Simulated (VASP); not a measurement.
# AlN (AlN (10-10), 4 layers) in VASP: density of states with PBE

Aim: the density of states of AlN (AlN (10-10), 4 layers) with PBE.

All numbers are computed with VASP 6.6.1; they aren't measurements. Logs are shortened: lines on timing, memory, paths and dates and some standing lists are left out, and cuts for length are marked.

### 1 The cell of the first run

The cell holds a slab with vacuum, 8 atoms: a = 3.130 Å, b = 5.018 Å, c = 19.614 Å, α = 90.00°, β = 90.00°, γ = 90.00°.

### 2 Density of states, PBE

File POSCAR:

```
AlN
1.0
    3.1301578475      0.0000000000      0.0000000000
    0.0000000000      5.0181096024      0.0000000000
    0.0000000000      0.0000000000     19.6144000000
Al N
4 4
Direct
    0.0000000000      0.0592403060      0.4078637389
    0.5000000000      0.5592403060      0.4539318697
    0.5000000000      0.0592403060      0.5460681303
    0.0000000000      0.5592403060      0.5921362611
    0.0000000000      0.4407596940      0.4078637389
    0.5000000000      0.9407596940      0.4539318697
    0.5000000000      0.4407596940      0.5460681303
    0.0000000000      0.9407596940      0.5921362611
```

File INCAR.step1:

```
PREC     = Accurate       # precision mode
ENCUT    = 520            # plane-wave cutoff, eV
EDIFF    = 1E-6           # SCF threshold, eV
ISMEAR   = -1             # smearing method
SIGMA    = 0.02           # smearing width, eV
LREAL    = F              # projectors in reciprocal space
LASPH    = T              # aspherical terms in the spheres
NELM     = 80             # most SCF steps
ALGO     = Normal         # electronic algorithm
ISIF     = 2              # what is computed and relaxed
LWAVE    = F              # write WAVECAR
LCHARG   = T              # write CHGCAR
LDIPOL   = T            
IDIPOL   = 3            
DIPOL    = 0.5 0.5 0.500
GGA      = PE             # functional
NBANDS   = 26             # bands
```

File KPOINTS.step1:

```
regular mesh
0
Gamma
  10 6 1
```

File INCAR.step2:

```
PREC     = Accurate       # precision mode
ENCUT    = 520            # plane-wave cutoff, eV
EDIFF    = 1E-6           # SCF threshold, eV
ISMEAR   = -5             # smearing method
SIGMA    = 0.02           # smearing width, eV
LREAL    = F              # projectors in reciprocal space
LASPH    = T              # aspherical terms in the spheres
NELM     = 80             # most SCF steps
ALGO     = Normal         # electronic algorithm
ISIF     = 2              # what is computed and relaxed
LWAVE    = F              # write WAVECAR
LCHARG   = F              # write CHGCAR
LDIPOL   = T            
IDIPOL   = 3            
DIPOL    = 0.5 0.5 0.500
GGA      = PE             # functional
LORBIT   = 10             # projections on sites
NBANDS   = 26             # bands
NEDOS    = 1001           # points of the DOS
ICHARG   = 11             # starting density
```

File KPOINTS.step2:

```
regular mesh
0
Gamma
  15 9 1
```

Potentials or basis: VASP PAW PBE potentials, release 64 (Al, N).

Launch:

```bash
cat potpaw_PBE.64/Al/POTCAR potpaw_PBE.64/N/POTCAR > POTCAR
cp INCAR.step1 INCAR
cp KPOINTS.step1 KPOINTS
mpirun -np 1 vasp_std > vasp.out
cp INCAR.step2 INCAR
cp KPOINTS.step2 KPOINTS
mpirun -np 1 vasp_std > vasp.out
```

OUTCAR:

```text
PREC = Accurate
   ENCUT = 520
   EDIFF = 1E-6
   ISMEAR = -5
   LREAL = F
   LASPH = T
   NELM = 80
   ISIF = 2
   GGA = PE
   LORBIT = 10
   ICHARG = 11

 ion  position               nearest neighbor table
   1  0.000  0.059  0.408-   6 1.90   6 1.90   5 1.91   2 3.09   2 3.09   2 3.09   2 3.09   3 3.13
                             3 3.13
   2  0.500  0.559  0.454-   7 1.90   5 1.90   5 1.90   6 1.91   3 3.09   3 3.09   1 3.09   1 3.09
                             1 3.09   1 3.09   4 3.13   4 3.13
   3  0.500  0.059  0.546-   6 1.90   8 1.90   8 1.90   7 1.91   2 3.09   2 3.09   4 3.09   4 3.09
                             4 3.09   4 3.09   1 3.13   1 3.13
   4  0.000  0.559  0.592-   7 1.90   7 1.90   8 1.91   3 3.09   3 3.09   3 3.09   3 3.09   2 3.13
                             2 3.13
   5  0.000  0.441  0.408-   2 1.90   2 1.90   1 1.91
   6  0.500  0.941  0.454-   3 1.90   1 1.90   1 1.90   2 1.91
   7  0.500  0.441  0.546-   2 1.90   4 1.90   4 1.90   3 1.91
   8  0.000  0.941  0.592-   3 1.90   3 1.90   4 1.91

  LATTYP: Found a simple orthorhombic cell.
 ALAT       =     3.1301578475
 B/A-ratio  =     1.6031490573
 C/A-ratio  =     6.2662654587

  Lattice vectors:

 A1 = (   3.1301578475,   0.0000000000,   0.0000000000)
 A2 = (   0.0000000000,   5.0181096024,   0.0000000000)
 A3 = (   0.0000000000,   0.0000000000,  19.6144000000)

Analysis of symmetry for initial positions (statically):
=====================================================================
 Subroutine PRICEL returns:
 Original cell was already a primitive cell.

 Routine SETGRP: Setting up the symmetry group for a
 simple orthorhombic supercell.

 Subroutine GETGRP returns: Found  4 space group operations
 (whereof  2 operations were pure point group operations)
 out of a pool of  8 trial point group operations.

The static configuration has the point symmetry C_1h.
 The point group associated with its full space group is C_2v.

Analysis of symmetry for dynamics (positions and initial velocities):
=====================================================================
 Subroutine PRICEL returns:
 Original cell was already a primitive cell.

 Routine SETGRP: Setting up the symmetry group for a
 simple orthorhombic supercell.

 Subroutine GETGRP returns: Found  4 space group operations
 (whereof  2 operations were pure point group operations)
 out of a pool of  8 trial point group operations.

The dynamic configuration has the point symmetry C_1h.
 The point group associated with its full space group is C_2v.

 Subroutine INISYM returns: Found  4 space group operations
 (whereof  2 operations are pure point group operations),
 and found     1 'primitive' translations

----------------------------------------------------------------------------------------

                                     Primitive cell

  volume of cell :     308.0927

  direct lattice vectors                    reciprocal lattice vectors
     3.130157848  0.000000000  0.000000000     0.319472707  0.000000000  0.000000000
     0.000000000  5.018109602  0.000000000     0.000000000  0.199278230  0.000000000
     0.000000000  0.000000000 19.614400000     0.000000000  0.000000000  0.050982951

  length of vectors
     3.130157848  5.018109602 19.614400000     0.319472707  0.199278230  0.050982951

  position of ions in fractional coordinates (direct lattice)
     0.000000000  0.059240306  0.407863739
     0.500000000  0.559240306  0.453931870
     0.500000000  0.059240306  0.546068130
     0.000000000  0.559240306  0.592136261
     0.000000000  0.440759694  0.407863739
     0.500000000  0.940759694  0.453931870
     0.500000000  0.440759694  0.546068130
     0.000000000  0.940759694  0.592136261

  ion indices of the primitive-cell ions
   primitive index   ion index
                 1           1
                 2           2
                 3           3
                 4           4
                 5           5
                 6           6
                 7           7
                 8           8

----------------------------------------------------------------------------------------

 KPOINTS: regular mesh

Automatic generation of k-mesh.
 Grid dimensions read from file:
 generate k-points for:   15    9    1

 Generating k-lattice:

  Cartesian coordinates                     Fractional coordinates (reciprocal lattice)
     0.021298180  0.000000000  0.000000000     0.066666667  0.000000000  0.000000000
     0.000000000  0.022142026  0.000000000     0.000000000  0.111111111  0.000000000
     0.000000000  0.000000000  0.050982951     0.000000000  0.000000000  1.000000000

  Length of vectors
     0.021298180  0.022142026  0.050982951

  Shift w.r.t. Gamma in fractional coordinates (k-lattice)
     0.000000000  0.000000000  0.000000000

 TETIRR: Found    370 inequivalent tetrahedra from      810

 Subroutine IBZKPT returns following result:
 ===========================================

 Found     40 irreducible k-points:

 Following reciprocal coordinates:
            Coordinates               Weight
  0.000000  0.000000  0.000000      1.000000
  0.066667  0.000000  0.000000      2.000000
  0.133333  0.000000  0.000000      2.000000
  0.200000  0.000000  0.000000      2.000000
  0.266667  0.000000  0.000000      2.000000
  0.333333  0.000000  0.000000      2.000000
[... 16 lines left out ...]
  0.400000  0.222222  0.000000      4.000000
  0.466667  0.222222  0.000000      4.000000
 [... further k-points ...]
   k-points           NKPTS =     40   k-points in BZ     NKDIM =     40   number of bands    NBANDS=     26
   number of dos      NEDOS =   1001   number of ions     NIONS =      8
   total plane-waves  NPLWV = 144000
   dimension x,y,z NGX =    24 NGY =   40 NGZ =  150
   dimension x,y,z NGXF=    48 NGYF=   80 NGZF=  300
   ions per type =               4   4
   NGX,Y,Z   is equivalent  to a cutoff of  12.75, 13.25, 12.71 a.u.
   NGXF,Y,Z  is equivalent  to a cutoff of  25.49, 26.50, 25.43 a.u.
 SYSTEM =  unknown system
   PREC   = accura    normal or accurate (medium, high low for compatibility)
   ISTART =      0    job   : 0-new  1-cont  2-samecut
   ICHARG =     11    charge: 1-file 2-atom 10-const
   ISPIN  =      1    spin polarized calculation?
   LNONCOLLINEAR =      F non collinear calculations
   LSORBIT =      F    spin-orbit coupling
   LASPH  =      T    aspherical Exc in radial PAW
   ENCUT  =  520.0 eV  38.22 Ry    6.18 a.u.   5.82  9.33 36.47*2*pi/ulx,y,z
   NELM   =     80;   NELMIN=  2; NELMDL=  0     # of ELM steps
   EDIFF  = 0.1E-05   stopping-criterion for ELM
   LREAL  =      F    real-space projection
[... 7 lines left out ...]
   TEBEG  =    0.0;   TEEND  =   0.0 temperature during run
   PSTRESS=    0.0 pullay stress
   NELECT =      32.0000    total number of electrons
   NUPDOWN=      -1.0000    fix difference up-down
   EMIN   =  10.00;   EMAX   =-10.00  energy-range for DOS
   EFERMI =   0.00;   METHOD = LEGACY
   ISMEAR =    -5;   SIGMA  =   0.02  broadening in eV -4-tet -1-fermi 0-gaus
   EFERMI_NEDOS =   21; number of points for ismear=-14 and -15
   IALGO  =     38    algorithm
   IMIX   =      4    mixing-type and parameters
     AMIX     =   0.40;   BMIX     =  1.00
     AMIX_MAG =   1.60;   BMIX_MAG =  1.00
  volume/ion in A,a.u.               =      38.51       259.89
  Fermi-wavevector in a.u.,A,eV,Ry     =   0.769540  1.454219  8.057252  0.592191
  Thomas-Fermi vector in A             =   1.870550
   LORBIT       =     10    0 simple, 1 ext, 2 COOP (PROOUT), +10 PAW based schemes
   GGA     = PE    functional components
   LHFCALC =     F    Hartree Fock is set to
   AEXX    =    0.0000 exact exchange contribution
   IVDW    =     0    specifies the selected vdW correction
   LEPSILON=     F    determine dielectric tensor
   LRPA    =     F    only Hartree local field effects (RPA)
 non-spin polarized calculation
 Fermi weights with tetrahedron method with Bloechl corrections
  energy-cutoff  :      520.00
  volume of cell :      308.09
 maximum number of plane-waves:      8336
 NGX is ok and might be reduce to    24

 number of electron      31.9999996 magnetization

 dipolmoment           0.000000      0.000000      0.000000 electrons x Angstroem

 Free energy of the ion-electron system (eV)
  ---------------------------------------------------
  ext. energy  EPLUGINS =         0.00000000
  ---------------------------------------------------
  free energy    TOTEN  =       -54.43563059 eV

  energy without entropy =      -54.43563059  energy(sigma->0) =      -54.43563059

 E-fermi :  -1.7091     XC(G=0):  -3.8826

 val. band max:       -1.7221515199   @ k =   0.0000   0.0000   0.0000
 cond. band min:      -0.7780240728   @ k =   0.0000   0.0000   0.0000
 fundamental gap:      0.9441274471
 Fermi energy:        -1.7090542318

 k-point     1 :       0.0000    0.0000    0.0000
  band No.  band energies     occupation
      1     -16.8967      2.00000
      2     -15.8724      2.00000
      3     -14.2609      2.00000
      4     -13.8241      2.00000
      5      -7.5109      2.00000
      6      -6.9823      2.00000
[... 18 lines left out ...]
     25       5.0575      0.00000
     26       5.7437      0.00000
[... 644 lines left out ...]
      4     -13.6684      2.00000
      5      -7.3203      2.00000
      6      -6.9591      2.00000
[... 18 lines left out ...]
     25       6.6003      0.00000
     26       6.6205      0.00000

 [... further k-points ...]

------------------------ aborting loop because EDIFF is reached ----------------------------------------

 vacuum level on the upper side and lower side of the slab       (xc-potential included)        -0.058        -0.058

  FORCE on cell =-STRESS in cart. coord.  units (eV):
  Direction    XX          YY          ZZ          XY          YZ          ZX
  --------------------------------------------------------------------------------------
  -------------------------------------------------------------------------------------
  Total       -0.7702461     -8.3998865     -3.2923398      0.0000000      0.0000000      0.0000000
  in kB       -4.0055177    -43.6820077    -17.1211850      0.0000000      0.0000000      0.0000000
  external PRESSURE =     -21.6029034 kB  Pullay stress =       0.0000000 kB

 VOLUME and BASIS-vectors are now :
 -----------------------------------------------------------------------------
  energy-cutoff  :      520.00
  volume of cell :      308.09
      direct lattice vectors                 reciprocal lattice vectors
     3.130157848  0.000000000  0.000000000     0.319472707  0.000000000  0.000000000
     0.000000000  5.018109602  0.000000000     0.000000000  0.199278230  0.000000000
     0.000000000  0.000000000 19.614400000     0.000000000  0.000000000  0.050982951

 POSITION                                       TOTAL-FORCE (eV/Angst)
 -----------------------------------------------------------------------------------
      0.00000      0.29727      8.00000         0.000000      1.750328      2.080618
      1.56508      2.80633      8.90360         0.000000     -0.637872     -1.822330
      1.56508      0.29727     10.71080         0.000000     -0.637872      1.822330
      0.00000      2.80633     11.61440         0.000000      1.750328     -2.080618
      0.00000      2.21178      8.00000         0.000000     -0.810509      0.588545
      1.56508      4.72084      8.90360         0.000000     -0.301946     -1.722787
      1.56508      2.21178     10.71080         0.000000     -0.301946      1.722787
      0.00000      4.72084     11.61440         0.000000     -0.810509     -0.588545
 -----------------------------------------------------------------------------------
    total drift:                                0.000000      0.000189     -0.000002

  FREE ENERGIE OF THE ION-ELECTRON SYSTEM (eV)
  ---------------------------------------------------
  free  energy   TOTEN  =       -54.4356305866 eV

  energy  without entropy=      -54.4356305866  energy(sigma->0) =      -54.43563059

 vacuum level on the upper side and lower side of the slab         3.103         3.103

 total charge

# of ion       s       p       d       tot
------------------------------------------
    1        0.387   0.366   0.000   0.753
    2        0.367   0.425   0.000   0.792
    3        0.367   0.425   0.000   0.792
    4        0.387   0.366   0.000   0.753
    5        1.233   2.484   0.000   3.717
    6        1.234   2.596   0.000   3.830
    7        1.234   2.596   0.000   3.830
    8        1.233   2.484   0.000   3.717
--------------------------------------------------
tot          6.441  11.741   0.000  18.182
```

Wall time 8.8 min (1 thread of Intel Xeon Platinum 8488C (Sapphire Rapids), shared host); peak memory 0.49 GiB.

What came out:

| Quantity | Value |
| --- | --- |
| Valence electrons inside the program's atomic spheres | Al 0.75, 0.79; N 3.72, 3.83 |

Levels at points of the mesh, in eV from the valence-band top:
| k point | band 14 | band 15 | band 16 | band 17 | band 18 | band 19 |
| --- | --- | --- | --- | --- | --- | --- |
| (0.00, 0.00, 0.00) | -0.24 | -0.07 | 0.00 | 0.94 | 2.13 | 4.64 |
